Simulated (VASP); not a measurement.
A run of VASP 6.6.1 is set up as follows.

File INCAR:

```
PREC = Accurate
ENCUT = 520
EDIFF = 1E-7
ISMEAR = 0
SIGMA = 0.02
LREAL = F
LASPH = T
NELM = 80
ALGO = Normal
ISIF = 2
LWAVE = F
LCHARG = F
GGA = PS
NBANDS = 26
```

Contents of KPOINTS:

```
Automatic mesh
0
Gamma
  12 12 6
```

POSCAR

```
CdSe
1.0
    4.2282683615      0.0000000000      0.0000000000
   -2.1141341807      3.6617878150      0.0000000000
    0.0000000000      0.0000000000      6.9075407122
Cd Se
2 2
Direct
    0.6666666667      0.3333333333      0.5002336604
    0.3333333333      0.6666666667      1.0002336604
    0.6666666667      0.3333333333      0.8756263396
    0.3333333333      0.6666666667      0.3756263396
```

Potentials or basis: VASP PAW PBE potentials, release 64 (Cd, Se).

Launch:

```console
$ cat potpaw_PBE.64/Cd/POTCAR potpaw_PBE.64/Se/POTCAR > POTCAR
$ mpirun -np 1 vasp_std > vasp.out
```

Q: What does it give for the band gap on the k mesh?

A: 0.65 eV.

Q: What does it give for the pressure?

A: 3.4 GPa.

Q: Predict the largest force.

A: 0.004 eV/Å.

Forces on the atoms (eV/Å):
```
Cd   0.000  0.000  0.004
Cd   0.000  0.000  0.004
Se   0.000  0.000 -0.004
Se   0.000  0.000 -0.004
```

Caveat: the cell stands under pressure; semilocal functionals underestimate gaps, and a narrow one can read as zero; the PAW data sets were made with another functional, which shifts forces and pressure a little.
